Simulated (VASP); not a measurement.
Here is a VASP 6.6.1 calculation.

INCAR

```
PREC = Accurate
ENCUT = 600
EDIFF = 1E-6
ISMEAR = 0
SIGMA = 0.1
LREAL = F
LASPH = T
NELM = 150
ALGO = Normal
ISIF = 3
LWAVE = F
LCHARG = F
ISPIN = 2
MAGMOM = 1.94 1.94
LORBIT = 11
LMAXMIX = 4
GGA = PS
IBRION = 2
NSW = 100
EDIFFG = -0.05
```

The input KPOINTS:

```
Automatic mesh
0
Gamma
  12 12 6
```

POSCAR

```
Co
1.0
    2.5190008694      0.0000000000      0.0000000000
   -1.2595004347      2.1815187451      0.0000000000
    0.0000000000      0.0000000000      4.0910000000
Co
2
Direct
    0.3333333333      0.6666666667      0.2500000000
    0.6666666667      0.3333333333      0.7500000000
```

Potentials or basis: VASP PAW PBE potentials, release 64 (Co).

The run is started by

```bash
$ cat potpaw_PBE.64/Co/POTCAR > POTCAR
$ mpirun -np 1 vasp_std > vasp.out
```

Q: Predict the site moments.

A: Co +1.53 μB.

Q: Estimate the relaxed cell.

A: a = 2.452 Å, b = 2.452 Å, c = 3.949 Å, α = 90.00°, β = 90.00°, γ = 120.00°.

Q: Predict the space group after relaxing (to 0.1 Å).

A: P6_3/mmc (No. 194).

The path:
| step | energy change (eV) | largest force (eV/Å) | pressure (GPa) | volume (Å³) |
| --- | --- | --- | --- | --- |
| 1 | 0.0000 | 0.0000 | -16.07 | 22.48 |
| 2 | 0.0076 | 0.0000 | 24.21 | 19.01 |
| 3 | -0.1010 | 0.0000 | -0.35 | 20.64 |
| 4 | -0.1010 | 0.0000 | -0.02 | 20.60 |
| 5 | -0.1010 | 0.0000 | 0.39 | 20.57 |
| 6 | -0.1015 | 0.0000 | 0.45 | 20.57 |

Caveat: the PAW data sets were made with another functional, which shifts forces and pressure a little.
